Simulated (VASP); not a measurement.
A run of VASP 6.6.1 is set up as follows.

File INCAR:

```
SYSTEM = Cr2O3
PREC     = Accurate       ! precision mode
ENCUT    = 600            ! plane-wave cutoff, eV
EDIFF    = 1E-6           ! SCF threshold, eV
ISMEAR   = -1             ! smearing method
SIGMA    = 0.06122561905347299 ! smearing width, eV
LREAL    = .FALSE.        ! projectors in reciprocal space
LASPH    = .TRUE.         ! aspherical terms in the spheres
NELM     = 120            ! most SCF steps
ALGO     = Normal         ! electronic algorithm
ISIF     = 2              ! what is computed and relaxed
LWAVE    = .FALSE.        ! write WAVECAR
LCHARG   = .FALSE.        ! write CHGCAR
GGA      = PE             ! functional
NBANDS   = 53             ! bands
GGA_COMPAT= .FALSE.      
KPAR     = 4
```

Contents of KPOINTS:

```
regular mesh
0
G
  24 24 24
  0 0 0
```

The input POSCAR:

```
Cr2O3
1.0
    4.4938948779      0.0000000000      0.0000000000
    0.0000000000      4.4938948779      0.0000000000
    0.0000000000      0.0000000000      4.4938948779
Cr O
4 6
Direct
    0.2500000000      0.2500000000      0.2500000000
    0.7500000000      0.7500000000      0.2500000000
    0.7500000000      0.2500000000      0.7500000000
    0.2500000000      0.7500000000      0.7500000000
    0.5000000000      0.0000000000      0.0000000000
    0.0000000000      0.5000000000      0.0000000000
    0.0000000000      0.0000000000      0.5000000000
    0.5000000000      0.5000000000      0.0000000000
    0.5000000000      0.0000000000      0.5000000000
    0.0000000000      0.5000000000      0.5000000000
```

Potentials or basis: VASP PAW PBE potentials, release 64 (Cr_pv, O).

Run with:

```bash
$ cat potpaw_PBE.64/Cr_pv/POTCAR potpaw_PBE.64/O/POTCAR > POTCAR
$ mpirun -np 4 vasp_std > vasp.out
```

Problem. Estimate the band gap on the k mesh.

Solution. Zero (bands 42 and 43 overlap by 0.21 eV).

Problem. Estimate the pressure.

Solution. 17.1 GPa.

Caveat: the cell stands under pressure; the run has no spin polarisation, though such a crystal can be magnetic; semilocal functionals often make such compounds metallic where correlation or magnetic order opens a gap, which also shifts bond lengths. With open d or f shells a metallic result of PBE can be an artefact of self-interaction; +U or a hybrid may open a gap.
